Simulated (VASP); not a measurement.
# MgO (P6_3mc) in VASP: further runs

Runs on MgO. Level: PBEsol. Tasks: single point.

Everything below comes from runs of VASP 6.6.1. Logs are shortened: lines on timing, memory, paths and dates and some standing lists are left out, and cuts for length are marked.

## 1. The cell of the first run

It takes space group P6_3mc (No. 186, hexagonal). Conventional cell: a = 3.535 Å, b = 3.535 Å, c = 4.919 Å, α = 90.00°, β = 90.00°, γ = 120.00°. Mg (site symmetry 3m) has 4 O at 1.95 to 2.10 Å within 2.6 Å. Within 2.6 Å of O (site symmetry 3m) lie 4 Mg at 1.95 to 2.10 Å.

## 2. Single point, PBEsol

INCAR reads:

```
SYSTEM = MgO
PREC     = Accurate       ! precision mode
ENCUT    = 520            ! plane-wave cutoff, eV
EDIFF    = 1E-6           ! SCF threshold, eV
ISMEAR   = 0              ! smearing method
SIGMA    = 0.05           ! smearing width, eV
LREAL    = .FALSE.        ! projectors in reciprocal space
LASPH    = .TRUE.         ! aspherical terms in the spheres
NELM     = 60             ! most SCF steps
ALGO     = Normal         ! electronic algorithm
ISIF     = 2              ! what is computed and relaxed
LWAVE    = .FALSE.        ! write WAVECAR
LCHARG   = .TRUE.         ! write CHGCAR
GGA      = PS             ! functional
LELF     = .TRUE.         ! ELF
LVHAR    = .TRUE.       
NBANDS   = 16             ! bands
```

KPOINTS reads:

```
regular mesh
0
G
  9 9 6
  0 0 0
```

POSCAR reads:

```
MgO
1.0
    3.5347000000      0.0000000000      0.0000000000
   -1.7673500000      3.0611399948      0.0000000000
    0.0000000000      0.0000000000      4.9190000000
Mg O
2 2
Direct
    0.3333333333      0.6666666667      0.0036583380
    0.6666666667      0.3333333333      0.5036583380
    0.3333333333      0.6666666667      0.4009416620
    0.6666666667      0.3333333333      0.9009416620
```

Potentials or basis: VASP PAW PBE potentials, release 64 (Mg, O).

Command:

```sh
$ cat potpaw_PBE.64/Mg/POTCAR potpaw_PBE.64/O/POTCAR > POTCAR
$ mpirun -np 1 vasp_std > vasp.out
```

OUTCAR:

```text
SYSTEM = MgO
   PREC = Accurate
   ENCUT = 520
   EDIFF = 1E-6
   ISMEAR = 0
   LREAL = .FALSE.
   LASPH = .TRUE.
   NELM = 60
   ISIF = 2
   GGA = PS

 ion  position               nearest neighbor table
   1  0.333  0.667  0.004-   3 1.95   4 2.10   4 2.10   4 2.10   2 3.20   2 3.20   2 3.20   2 3.20
                             2 3.20   2 3.20
   2  0.667  0.333  0.504-   4 1.95   3 2.10   3 2.10   3 2.10   1 3.20   1 3.20   1 3.20   1 3.20
                             1 3.20   1 3.20
   3  0.333  0.667  0.401-   1 1.95   2 2.10   2 2.10   2 2.10
   4  0.667  0.333  0.901-   2 1.95   1 2.10   1 2.10   1 2.10

  LATTYP: Found a hexagonal cell.
 ALAT       =     3.5347000000
 C/A-ratio  =     1.3916315387

  Lattice vectors:

 A1 = (   3.5347000000,   0.0000000000,   0.0000000000)
 A2 = (  -1.7673500000,   3.0611399948,   0.0000000000)
 A3 = (   0.0000000000,   0.0000000000,   4.9190000000)

Analysis of symmetry for initial positions (statically):
=====================================================================
 Subroutine PRICEL returns:
 Original cell was already a primitive cell.

 Routine SETGRP: Setting up the symmetry group for a
 hexagonal supercell.

 Subroutine GETGRP returns: Found 12 space group operations
 (whereof  6 operations were pure point group operations)
 out of a pool of 24 trial point group operations.

The static configuration has the point symmetry C_3v.
 The point group associated with its full space group is C_6v.

Analysis of symmetry for dynamics (positions and initial velocities):
=====================================================================
 Subroutine PRICEL returns:
 Original cell was already a primitive cell.

 Routine SETGRP: Setting up the symmetry group for a
 hexagonal supercell.

 Subroutine GETGRP returns: Found 12 space group operations
 (whereof  6 operations were pure point group operations)
 out of a pool of 24 trial point group operations.

The dynamic configuration has the point symmetry C_3v.
 The point group associated with its full space group is C_6v.

 Subroutine INISYM returns: Found 12 space group operations
 (whereof  6 operations are pure point group operations),
 and found     1 'primitive' translations

----------------------------------------------------------------------------------------

                                     Primitive cell

  volume of cell :      53.2246

  direct lattice vectors                    reciprocal lattice vectors
     3.534700000  0.000000000  0.000000000     0.282909441  0.163337842  0.000000000
    -1.767350000  3.061139995  0.000000000     0.000000000  0.326675683  0.000000000
     0.000000000  0.000000000  4.919000000     0.000000000  0.000000000  0.203293352

  length of vectors
     3.534700000  3.534700000  4.919000000     0.326675683  0.326675683  0.203293352

  position of ions in fractional coordinates (direct lattice)
     0.333333333  0.666666667  0.003658338
     0.666666667  0.333333333  0.503658338
     0.333333333  0.666666667  0.400941662
     0.666666667  0.333333333  0.900941662

  ion indices of the primitive-cell ions
   primitive index   ion index
                 1           1
                 2           2
                 3           3
                 4           4

----------------------------------------------------------------------------------------

 KPOINTS: regular mesh

Automatic generation of k-mesh.
 Grid dimensions read from file:
 generate k-points for:    9    9    6

 Generating k-lattice:

  Cartesian coordinates                     Fractional coordinates (reciprocal lattice)
     0.031434382  0.018148649  0.000000000     0.111111111 -0.000000000  0.000000000
     0.000000000  0.036297298  0.000000000     0.000000000  0.111111111  0.000000000
     0.000000000  0.000000000  0.033882225     0.000000000  0.000000000  0.166666667

  Length of vectors
     0.036297298  0.036297298  0.033882225

  Shift w.r.t. Gamma in fractional coordinates (k-lattice)
     0.000000000  0.000000000  0.000000000

 Subroutine IBZKPT returns following result:
[... 52 lines left out ...]
      2     -14.6465      2.00000
      3      -2.0753      2.00000
      4      -1.3251      2.00000
      5      -0.7940      2.00000
      6      -0.6611      2.00000
[... 8 lines left out ...]
     15      14.1614      0.00000
     16      14.4482      0.00000

 k-point     4 :       0.3333    0.0000    0.0000
  band No.  band energies     occupation
      1     -15.0854      2.00000
      2     -14.6525      2.00000
      3      -1.9804      2.00000
      4      -1.6626      2.00000
      5      -1.1765      2.00000
      6      -0.8220      2.00000
[... 8 lines left out ...]
     15      13.6797      0.00000
     16      14.1477      0.00000

 k-point     5 :       0.4444    0.0000    0.0000
  band No.  band energies     occupation
      1     -14.9502      2.00000
      2     -14.6839      2.00000
      3      -2.3354      2.00000
      4      -1.4169      2.00000
      5      -1.2645      2.00000
      6      -0.9171      2.00000
[... 8 lines left out ...]
     15      13.3677      0.00000
     16      14.4313      0.00000

 k-point     6 :       0.1111    0.1111    0.0000
  band No.  band energies     occupation
      1     -15.2854      2.00000
      2     -14.6487      2.00000
      3      -2.1635      2.00000
      4      -1.0289      2.00000
      5      -0.9090      2.00000
      6      -0.4423      2.00000
[... 8 lines left out ...]
     15      14.3218      0.00000
     16      14.6359      0.00000
[... 267 lines left out ...]
 k-point    21 :       0.4444    0.1111    0.1667
  band No.  band energies     occupation
      1     -14.8904      2.00000
      2     -14.7108      2.00000
      3      -2.4055      2.00000
      4      -1.6936      2.00000
      5      -1.1827      2.00000
      6      -0.7563      2.00000
[... 8 lines left out ...]
     15      13.2112      0.00000
     16      14.5528      0.00000

 k-point    22 :       0.2222    0.2222    0.1667
  band No.  band energies     occupation
      1     -14.9788      2.00000
      2     -14.6860      2.00000
      3      -2.0012      2.00000
      4      -1.9034      2.00000
      5      -1.0188      2.00000
      6      -0.8893      2.00000
[... 8 lines left out ...]
     15      13.0803      0.00000
     16      15.1499      0.00000

 k-point    23 :       0.3333    0.2222    0.1667
  band No.  band energies     occupation
      1     -14.8643      2.00000
      2     -14.7193      2.00000
      3      -2.1873      2.00000
      4      -1.7284      2.00000
      5      -1.3870      2.00000
      6      -0.6623      2.00000
[... 8 lines left out ...]
     15      13.0454      0.00000
     16      14.9975      0.00000

 k-point    24 :       0.3333    0.3333    0.1667
  band No.  band energies     occupation
      1     -14.7778      2.00000
      2     -14.7778      2.00000
      3      -2.0545      2.00000
      4      -1.6659      2.00000
      5      -1.6659      2.00000
      6      -0.6705      2.00000
[... 8 lines left out ...]
     15      13.1164      0.00000
     16      15.6154      0.00000

 [... further k-points ...]
[... 5 lines left out ...]
  --------------------------------------------------------------------------------------
  -------------------------------------------------------------------------------------
  Total       -5.1332216     -5.1332216     -0.7481857      0.0000000      0.0000000      0.0000000
  in kB     -154.5211824   -154.5211824    -22.5220236      0.0000000      0.0000000      0.0000000
  external PRESSURE =    -110.5214628 kB  Pullay stress =       0.0000000 kB

 VOLUME and BASIS-vectors are now :
 -----------------------------------------------------------------------------
  energy-cutoff  :      520.00
  volume of cell :       53.22
      direct lattice vectors                 reciprocal lattice vectors
     3.534700000  0.000000000  0.000000000     0.282909441  0.163337842  0.000000000
    -1.767350000  3.061139995  0.000000000     0.000000000  0.326675683  0.000000000
     0.000000000  0.000000000  4.919000000     0.000000000  0.000000000  0.203293352

 POSITION                                       TOTAL-FORCE (eV/Angst)
 -----------------------------------------------------------------------------------
     -0.00000      2.04076      0.01800         0.000000      0.000000     -0.623527
      1.76735      1.02038      2.47750        -0.000000     -0.000000     -0.623527
     -0.00000      2.04076      1.97223         0.000000      0.000000      0.623527
      1.76735      1.02038      4.43173         0.000000      0.000000      0.623527
 -----------------------------------------------------------------------------------
    total drift:                               -0.000000      0.000000      0.000633

  FREE ENERGIE OF THE ION-ELECTRON SYSTEM (eV)
  ---------------------------------------------------
  free  energy   TOTEN  =       -24.1826170499 eV

  energy  without entropy=      -24.1826170499  energy(sigma->0) =      -24.18261705
```

It took 17 s on 1 thread of Intel Xeon 6975P-C (Granite Rapids), shared host; peak memory 0.19 GiB.

Results:

| Property | Result |
| --- | --- |
| Free energy | -24.1826 eV |
| Pressure | -11.1 GPa |
| Largest force | 0.624 eV/Å |
| Band gap on the k mesh | 2.68 eV, direct |

Forces on the atoms (eV/Å):
```
Mg   0.000  0.000 -0.624
Mg   0.000  0.000 -0.624
O    0.000  0.000  0.624
O    0.000  0.000  0.624
```

Caveat: the PAW data sets were made with another functional, which shifts forces and pressure a little. Expect the measured gap to be larger: semilocal functionals such as PBEsol lack the derivative discontinuity.

## 3. Single point, PBEsol

This run uses another cell than the first one, of 13.40 Å³/atom, 1.007 times its volume.

INCAR reads:

```
PREC = Accurate
ENCUT = 520
EDIFF = 1E-6
ISMEAR = 0
SIGMA = 0.05
LREAL = False
LASPH = True
NELM = 100
ALGO = Normal
ISIF = 2
LWAVE = False
LCHARG = False
GGA = PS
NBANDS = 16
```

KPOINTS reads:

```
regular mesh
0
Gamma
  9 9 6
```

POSCAR reads:

```
MgO
1.0
    3.4769000000      0.0000000000      0.0000000000
   -1.7384500000      3.0110837264      0.0000000000
    0.0000000000      0.0000000000      5.1198000000
Mg O
2 2
Direct
    0.3333333333      0.6666666667      0.0036583380
    0.6666666667      0.3333333333      0.5036583380
    0.3333333333      0.6666666667      0.4009416620
    0.6666666667      0.3333333333      0.9009416620
```

Potentials or basis: VASP PAW PBE potentials, release 64 (Mg, O).

Command:

```sh
$ cat potpaw_PBE.64/Mg/POTCAR potpaw_PBE.64/O/POTCAR > POTCAR
$ mpirun -np 1 vasp_std > vasp.out
```

Wall time 15 s (1 thread of Intel Xeon 6975P-C (Granite Rapids), shared host); peak memory 0.19 GiB.

The run converged. Its results:

```yaml
Free_energy: -24.2717 eV
Pressure: -12.0 GPa
Largest_force: 0.099 eV/Å
Band_gap_on_the_k_mesh: 2.70 eV, direct
```

Forces in eV/Å, atoms in the order of the input:
```
Mg   0.000  0.000 -0.099
Mg   0.000  0.000 -0.099
O    0.000  0.000  0.099
O    0.000  0.000  0.099
```

Stress tensor (GPa, compression positive):
```
-13.87   0.00   0.00
  0.00 -13.87   0.00
  0.00   0.00  -8.37
```

Levels at points of the mesh, in eV from the valence-band top:
```
           k point  band 4  band 5  band 6  band 7  band 8  band 9  band 10  band 11  band 12  band 13
(0.00, 0.00, 0.00)   -0.75   -0.75   -0.39   -0.39    0.00    2.70     7.46     9.40    12.84    12.84
(0.00, 0.00, 0.50)   -1.86   -0.57   -0.57   -0.57   -0.57    5.13     5.13    12.18    12.18    13.25
```

Caveat: the PAW data sets were made with another functional, which shifts forces and pressure a little. A k mesh can miss the band edges.

## 4. Single point, PBEsol

This run uses another cell than the first one, of 13.58 Å³/atom, 1.020 times its volume.

INCAR reads:

```
SYSTEM = MgO
PREC = Accurate ; ENCUT = 520
EDIFF = 1E-6 ; ISMEAR = 0
SIGMA = 0.05 ; LREAL = .False.
LASPH = .True. ; NELM = 100
ALGO = Normal ; ISIF = 2
LWAVE = .False. ; LCHARG = .False.
GGA = PS ; NBANDS = 16
```

KPOINTS reads:

```
regular mesh
0
Gamma
  9 9 6
  0 0 0
```

POSCAR reads:

```
MgO
1.0
    3.5347000000      0.0000000000      0.0000000000
   -1.7673500000      3.0611399948      0.0000000000
    0.0000000000      0.0000000000      5.0193879762
Mg O
2 2
Direct
    0.3333333333      0.6666666667      0.0036583380
    0.6666666667      0.3333333333      0.5036583380
    0.3333333333      0.6666666667      0.4009416620
    0.6666666667      0.3333333333      0.9009416620
```

Command:

```sh
$ cat potpaw_PBE.64/Mg/POTCAR potpaw_PBE.64/O/POTCAR > POTCAR
$ mpirun -np 1 vasp_std > vasp.out
```

It took 16 s on 1 thread of Intel Xeon 6975P-C (Granite Rapids), shared host; peak memory 0.19 GiB.

The run converged. Its results:

```
Free energy            : -24.1546 eV
Pressure               : -12.7 GPa
Largest force          : 0.351 eV/Å
Band gap on the k mesh : 2.60 eV, direct
```

Forces on the atoms (eV/Å):
```
Mg   0.000  0.000 -0.351
Mg   0.000  0.000 -0.351
O    0.000  0.000  0.351
O    0.000  0.000  0.351
```

Stress tensor (GPa, compression positive):
```
-16.02   0.00   0.00
  0.00 -16.02   0.00
  0.00   0.00  -6.19
```

Levels at points of the mesh, in eV from the valence-band top:
```
           k point  band 4  band 5  band 6  band 7  band 8  band 9  band 10  band 11  band 12  band 13
(0.00, 0.00, 0.00)   -0.82   -0.82   -0.41   -0.41    0.00    2.60     7.33     9.50    12.44    12.44
(0.00, 0.00, 0.50)   -1.85   -0.62   -0.62   -0.62   -0.62    5.05     5.05    12.31    12.31    12.84
```

Caveat: the PAW data sets were made with another functional, which shifts forces and pressure a little. PBEsol gaps usually lie below the measured ones, often by a third to a half.

## 5. Single point, PBEsol

This run uses another cell than the first one, of 11.54 Å³/atom, 0.867 times its volume.

INCAR reads:

```
SYSTEM = MgO
PREC = Accurate
ENCUT = 520
EDIFF = 1E-7
ISMEAR = 0
SIGMA = 0.05
LREAL = .False.
LASPH = .True.
NELM = 100
ALGO = Normal
ISIF = 2
LWAVE = .False.
LCHARG = .False.
GGA = PS
NBANDS = 16
```

KPOINTS is that of step 4.

POSCAR reads:

```
MgO
1.0
    3.3613000000      0.0000000000      0.0000000000
   -1.6806500000      2.9109711897      0.0000000000
    0.0000000000      0.0000000000      4.7182000000
Mg O
2 2
Direct
    0.3333333333      0.6666666667      0.0036583380
    0.6666666667      0.3333333333      0.5036583380
    0.3333333333      0.6666666667      0.4009416620
    0.6666666667      0.3333333333      0.9009416620
```

Command:

```sh
$ cat potpaw_PBE.64/Mg/POTCAR potpaw_PBE.64/O/POTCAR > POTCAR
$ mpirun -np 1 vasp_std > vasp.out
```

It took 16 s on 1 thread of Intel Xeon 6975P-C (Granite Rapids), shared host; peak memory 0.18 GiB.

The run converged. Its results:

- Free energy: -24.4099 eV
- Pressure: 3.5 GPa
- Largest force: 1.166 eV/Å
- Band gap on the k mesh: 3.38 eV, direct

Forces on the atoms (eV/Å):
```
Mg   0.000  0.000 -1.166
Mg   0.000  0.000 -1.166
O    0.000  0.000  1.166
O    0.000  0.000  1.166
```

Stress tensor (GPa, compression positive):
```
-2.45  0.00  0.00
 0.00 -2.45  0.00
 0.00  0.00 15.31
```

Levels at points of the mesh, in eV from the valence-band top:
```csv
k point,band 4,band 5,band 6,band 7,band 8,band 9,band 10,band 11,band 12,band 13
"(0.00, 0.00, 0.00)",-1.00,-1.00,-0.54,-0.54,0.00,3.38,8.42,10.75,13.41,13.41
"(0.00, 0.00, 0.50)",-2.09,-0.78,-0.78,-0.78,-0.78,5.96,5.96,13.74,13.74,13.92
```

Caveat: the PAW data sets were made with another functional, which shifts forces and pressure a little. A k mesh can miss the band edges.

## 6. Single point, PBEsol

This run uses another cell than the first one, of 11.69 Å³/atom, 0.878 times its volume.

INCAR reads:

```
SYSTEM = MgO
PREC     = Accurate       ! precision mode
ENCUT    = 520            ! plane-wave cutoff, eV
EDIFF    = 1E-7           ! SCF threshold, eV
ISMEAR   = 0              ! smearing method
SIGMA    = 0.05           ! smearing width, eV
LREAL    = .False.        ! projectors in reciprocal space
LASPH    = .True.         ! aspherical terms in the spheres
NELM     = 100            ! most SCF steps
ALGO     = Normal         ! electronic algorithm
ISIF     = 2              ! what is computed and relaxed
LWAVE    = .False.        ! write WAVECAR
LCHARG   = .False.        ! write CHGCAR
GGA      = PS             ! functional
NBANDS   = 16             ! bands
```

KPOINTS reads:

```
Automatic mesh
0
Gamma
  9 9 6
  0 0 0
```

POSCAR reads:

```
MgO
1.0
    3.4191000000      0.0000000000      0.0000000000
   -1.7095500000      2.9610274581      0.0000000000
    0.0000000000      0.0000000000      4.6178000000
Mg O
2 2
Direct
    0.3333333333      0.6666666667      0.0036583380
    0.6666666667      0.3333333333      0.5036583380
    0.3333333333      0.6666666667      0.4009416620
    0.6666666667      0.3333333333      0.9009416620
```

Potentials or basis: VASP PAW PBE potentials, release 64 (Mg, O).

Command:

```sh
$ cat potpaw_PBE.64/Mg/POTCAR potpaw_PBE.64/O/POTCAR > POTCAR
$ mpirun -np 1 vasp_std > vasp.out
```

It took 18 s on 1 thread of Intel Xeon 6975P-C (Granite Rapids), shared host; peak memory 0.18 GiB.

The run converged. Its results:

* Free energy: -24.2559 eV
* Pressure: 2.9 GPa
* Largest force: 1.836 eV/Å
* Band gap on the k mesh: 3.28 eV, direct

Forces in eV/Å, atoms in the order of the input:
```
Mg   0.000  0.000 -1.836
Mg   0.000  0.000 -1.836
O    0.000  0.000  1.836
O    0.000  0.000  1.836
```

Stress tensor (GPa, compression positive):
```
-6.02  0.00  0.00
 0.00 -6.02  0.00
 0.00  0.00 20.73
```

Levels at points of the mesh, in eV from the valence-band top:
| k point | band 5 | band 6 | band 7 | band 8 | band 9 | band 10 | band 11 | band 12 |
| --- | --- | --- | --- | --- | --- | --- | --- | --- |
| (0.00, 0.00, 0.00) | -1.09 | -0.55 | -0.55 | 0.00 | 3.28 | 8.32 | 10.86 | 12.99 |
| (0.00, 0.00, 0.50) | -0.83 | -0.83 | -0.83 | -0.83 | 5.88 | 5.88 | 13.49 | 13.49 |

Caveat: the PAW data sets were made with another functional, which shifts forces and pressure a little.

## 7. The runs side by side

```csv
cell,gap on the mesh (eV),pressure (GPa),largest force (eV/Å)
"a = 3.535, b = 3.535, c = 4.919 Å, angles 90.0, 90.0, 120.0°, 4 atoms",2.68,-11.1,0.62
"a = 3.477, b = 3.477, c = 5.120 Å, angles 90.0, 90.0, 120.0°, 4 atoms",2.70,-12.0,0.10
"a = 3.535, b = 3.535, c = 5.019 Å, angles 90.0, 90.0, 120.0°, 4 atoms",2.60,-12.7,0.35
"a = 3.361, b = 3.361, c = 4.718 Å, angles 90.0, 90.0, 120.0°, 4 atoms",3.38,3.5,1.17
"a = 3.419, b = 3.419, c = 4.618 Å, angles 90.0, 90.0, 120.0°, 4 atoms",3.28,2.9,1.84
```

Alike in all rows: task single point; level PBEsol; potentials or basis VASP PAW PBE potentials, release 64 (Mg, O); no spin polarisation; k mesh 9 × 9 × 6; cutoff (eV) 520; smearing gaussian 0.05 eV.

Caveats: the PAW data sets were made with another functional, which shifts forces and pressure a little.

Total energies depend on the potentials used, so only differences within one code and one set of settings carry meaning.
